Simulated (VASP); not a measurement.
# Br (Cmce) in VASP: a series of runs, part 2 of 2

VASP 6.6.1.

**4. Relaxation of cell and atoms, PBE+D3(BJ)**

This run uses another cell than the first one, of 33.99 Å³/atom.

INCAR reads:

```
SYSTEM = Br
ALGO = Normal
EDIFF = 1E-6
EDIFFG = -0.01
ENCUT = 600
GGA = PE
IBRION = 2
ISIF = 3
ISMEAR = -1
IVDW = 12
LASPH = .True.
LCHARG = .False.
LREAL = .False.
LWAVE = .False.
NELM = 60
NSW = 60
PREC = Accurate
SIGMA = 0.05
```

KPOINTS reads:

```
k-points
0
Gamma
  7 7 3
  0 0 0
```

POSCAR reads:

```
Br
1.0
    3.3632500000     -2.3225500000      0.0000000000
    3.3632500000      2.3225500000      0.0000000000
    0.0000000000      0.0000000000      8.7023000000
Br
4
Direct
    0.3651000000      0.6349000000      0.3901000000
    0.1349000000      0.8651000000      0.8901000000
    0.6349000000      0.3651000000      0.6099000000
    0.8651000000      0.1349000000      0.1099000000
```

Potentials or basis: VASP PAW PBE potentials, release 64 (Br).

Command:

```sh
> cat potpaw_PBE.64/Br/POTCAR > POTCAR
> mpirun -np 1 vasp_std > vasp.out
```

Wall time 25 min (1 thread of Intel Xeon 8259CL, shared host); peak memory 0.35 GiB.

The run converged. Its results:

| Quantity | Value |
| --- | --- |
| Free energy | -7.3918 eV |
| Relaxed volume | 31.13 Å³/atom |
| Relaxed cell | a = 4.067 Å, b = 4.067 Å, c = 8.577 Å, α = 90.00°, β = 90.00°, γ = 61.37° |
| Space group after relaxing (to 0.1 Å) | Cmce (No. 64) |
| Energy gained by relaxing | 45.0 meV/atom |
| Ionic steps | 21 |
| Pressure after relaxing | 0.0 GPa |
| Largest force after relaxing | 0.006 eV/Å |
| Band gap on the k mesh | 1.33 eV (least direct gap 1.37 eV) |
| Dispersion energy per atom | -0.231 eV |

Forces in eV/Å, atoms in the order of the input:
```
Br   0.000 -0.003 -0.006
Br   0.000  0.003 -0.006
Br   0.000  0.003  0.006
Br   0.000 -0.003  0.006
```

The path:
| step | energy change (eV) | largest force (eV/Å) | pressure (GPa) | volume (Å³) |
| --- | --- | --- | --- | --- |
| 1 | 0.0000 | 0.8933 | 0.68 | 135.95 |
| 2 | -0.0132 | 0.3840 | -2.10 | 138.79 |
| 3 | -0.0466 | 0.1520 | -0.93 | 137.43 |
| 4 | -0.0802 | 0.1489 | -0.80 | 134.43 |
| 5 | -0.1487 | 0.1585 | 0.09 | 125.62 |
| 6 | -0.1501 | 0.1868 | 0.79 | 121.79 |
| 7 | -0.1526 | 0.1697 | 0.45 | 123.55 |
| 8 | -0.1556 | 0.2638 | -0.36 | 123.28 |
| 9 | -0.1590 | 0.1340 | -0.03 | 123.40 |
| 10 | -0.1673 | 0.1151 | 0.04 | 123.13 |
| 11 | -0.1770 | 0.0472 | 0.38 | 122.16 |
| 12 | -0.1723 | 0.1802 | -0.59 | 124.82 |
| 13 | -0.1786 | 0.0726 | 0.04 | 123.05 |
| 14 | -0.1797 | 0.0132 | 0.11 | 123.58 |
| 15 | -0.1797 | 0.0138 | 0.11 | 123.58 |
| 16 | -0.1796 | 0.0387 | -0.16 | 124.56 |
| 17 | -0.1799 | 0.0183 | -0.01 | 124.00 |
| 18 | -0.1800 | 0.0136 | 0.00 | 124.14 |
| 19 | -0.1801 | 0.0176 | 0.02 | 124.40 |
| 20 | -0.1801 | 0.0102 | -0.07 | 124.64 |
| 21 | -0.1802 | 0.0062 | -0.03 | 124.52 |

Final structure:
```
Br
1.0
     3.49738   -2.07536    0.00000
     3.49738    2.07536    0.00000
     0.00000    0.00000    8.57748
Br
4
Direct
  0.34874 0.65126 0.38097
  0.15126 0.84874 0.88097
  0.65126 0.34874 0.61903
  0.84874 0.15126 0.11903
```

Levels at points of the mesh, in eV from the valence-band top:
```
           k point  band 10  band 11  band 12  band 13  band 14  band 15  band 16  band 17  band 18
(0.00, 0.00, 0.00)    -1.43    -1.42    -0.60    -0.44     0.00     1.37     2.28     5.94     6.77
```

Caveat: an odd mesh through Γ misses points on the zone boundary, where band edges can lie.

**5. Single point, PBEsol+D3(BJ)**

This run uses another cell than the first one, of 27.75 Å³/atom.

INCAR reads:

```
SYSTEM = Br
PREC = Accurate ; ENCUT = 520
EDIFF = 1E-6 ; ISMEAR = -1
SIGMA = 0.05 ; LREAL = .False.
LASPH = .True. ; NELM = 60
ALGO = Normal ; ISIF = 2
LWAVE = .False. ; LCHARG = .False.
GGA = PS ; IVDW = 12
NBANDS = 22
```

KPOINTS reads:

```
Automatic mesh
0
Gamma
  7 7 3
  0 0 0
```

POSCAR reads:

```
Br
1.0
    3.3238257233     -1.9785711663      0.0000000000
    3.3238257233      1.9785711663      0.0000000000
    0.0000000000      0.0000000000      8.4384747590
Br
4
Direct
    0.3399269256      0.6600730744      0.3794939629
    0.1600730744      0.8399269256      0.8794939629
    0.6600730744      0.3399269256      0.6205060371
    0.8399269256      0.1600730744      0.1205060371
```

Command:

```sh
> cat potpaw_PBE.64/Br/POTCAR > POTCAR
> mpirun -np 1 vasp_std > vasp.out
```

Wall time 41 s (1 thread of Intel Xeon Platinum 8488C (Sapphire Rapids), shared host); peak memory 0.24 GiB.

It converged, with:

| Item | Value |
| --- | --- |
| Free energy | -8.2430 eV |
| Pressure | 0.1 GPa |
| Largest force | 0.017 eV/Å |
| Band gap on the k mesh | 1.17 eV (least direct gap 1.33 eV) |
| Dispersion energy per atom | -0.222 eV |

Forces in eV/Å, atoms in the order of the input:
```
Br   0.000  0.009 -0.014
Br   0.000 -0.009 -0.014
Br   0.000 -0.009  0.014
Br   0.000  0.009  0.014
```

Stress tensor (GPa, compression positive):
```
-0.01  0.00  0.00
 0.00  0.05  0.00
 0.00  0.00  0.12
```

Levels at points of the mesh, in eV from the valence-band top:
| k point | band 12 | band 13 | band 14 | band 15 | band 16 | band 17 |
| --- | --- | --- | --- | --- | --- | --- |
| (0.00, 0.00, 0.00) | -0.83 | -0.49 | 0.00 | 1.33 | 2.33 | 5.89 |

Caveat: the PAW data sets were made with another functional, which shifts forces and pressure a little; an odd mesh through Γ misses points on the zone boundary, where band edges can lie.

**6. Single point, PBEsol+D4**

This run uses another cell than the first one, of 28.43 Å³/atom.

INCAR reads:

```
PREC     = Accurate       # precision mode
ENCUT    = 520            # plane-wave cutoff, eV
EDIFF    = 1E-6           # SCF threshold, eV
ISMEAR   = -1             # smearing method
SIGMA    = 0.05           # smearing width, eV
LREAL    = F              # projectors in reciprocal space
LASPH    = T              # aspherical terms in the spheres
NELM     = 60             # most SCF steps
ALGO     = Normal         # electronic algorithm
ISIF     = 2              # what is computed and relaxed
LWAVE    = F              # write WAVECAR
LCHARG   = T              # write CHGCAR
GGA      = PS             # functional
IVDW     = 13             # dispersion correction
LELF     = T              # ELF
LVHAR    = T            
NBANDS   = 22             # bands
```

KPOINTS reads:

```
Automatic mesh
0
Gamma
  7 7 3
```

POSCAR reads:

```
Br
1.0
    3.3773137910     -1.9909592130      0.0000000000
    3.3773137910      1.9909592130      0.0000000000
    0.0000000000      0.0000000000      8.4576139702
Br
4
Direct
    0.3414590696      0.6585409304      0.3795936317
    0.1585409304      0.8414590696      0.8795936317
    0.6585409304      0.3414590696      0.6204063683
    0.8414590696      0.1585409304      0.1204063683
```

Potentials or basis: VASP PAW PBE potentials, release 64 (Br).

Command:

```sh
> cat potpaw_PBE.64/Br/POTCAR > POTCAR
> mpirun -np 1 vasp_std > vasp.out
```

Wall time 55 s (1 thread of Intel Xeon Platinum 8488C (Sapphire Rapids), shared host); peak memory 0.24 GiB.

Results (log left out):

- Free energy: -8.0160 eV
- Pressure: 0.0 GPa
- Largest force: 0.012 eV/Å
- Band gap on the k mesh: 1.19 eV (least direct gap 1.32 eV)
- Dispersion energy per atom: -0.160 eV

Forces in eV/Å, atoms in the order of the input:
```
Br   0.000  0.008 -0.009
Br   0.000 -0.008 -0.009
Br   0.000 -0.008  0.009
Br   0.000  0.008  0.009
```

Stress tensor (GPa, compression positive):
```
0.00 0.00 0.00
0.00 0.02 0.00
0.00 0.00 0.10
```

Levels at points of the mesh, in eV from the valence-band top:
```csv
k point,band 11,band 12,band 13,band 14,band 15,band 16,band 17,band 18
"(0.00, 0.00, 0.00)",-1.38,-0.80,-0.51,0.00,1.32,2.31,5.80,6.30
```

Caveat: the PAW data sets were made with another functional, which shifts forces and pressure a little; an odd mesh through Γ misses points on the zone boundary, where band edges can lie.

**7. The runs side by side**

```tsv
task	level	potentials or basis	cell	cutoff (eV)	gap on the mesh (eV)	pressure (GPa)	largest force (eV/Å)
single point	LDA	VASP PAW LDA potentials, release 64 (Br)	a = 4.141, b = 4.141, c = 8.817 Å, angles 90.0, 90.0, 69.3°, 4 atoms, atomic positions A	520	1.64	-2.1	0.32
single point	LDA	VASP PAW LDA potentials, release 64 (Br)	a = 4.167, b = 4.167, c = 8.873 Å, angles 90.0, 90.0, 69.3°, 4 atoms, atomic positions A	520	1.58	-2.5	0.16
relaxation of cell and atoms	PBE+D3(BJ)	VASP PAW PBE potentials, release 64 (Br)	relaxed from a = 4.087, b = 4.087, c = 8.702 Å, angles 90.0, 90.0, 69.3°, 4 atoms, atomic positions A	600	1.33	0.0	0.01
single point	PBEsol+D3(BJ)	VASP PAW PBE potentials, release 64 (Br)	a = 3.868, b = 3.868, c = 8.438 Å, angles 90.0, 90.0, 61.5°, 4 atoms, atomic positions B	520	1.17	0.1	0.02
single point	PBEsol+D4	VASP PAW PBE potentials, release 64 (Br)	a = 3.920, b = 3.920, c = 8.458 Å, angles 90.0, 90.0, 61.0°, 4 atoms, atomic positions C	520	1.19	0.0	0.01
```

Alike in all rows: no spin polarisation; k mesh 7 × 7 × 3; smearing fermi-dirac 0.05 eV.

Caveats: an odd mesh through Γ misses points on the zone boundary, where band edges can lie; the PAW data sets were made with another functional, which shifts forces and pressure a little (at least some runs).

Total energies depend on the potentials used, so only differences within one code and one set of settings carry meaning.
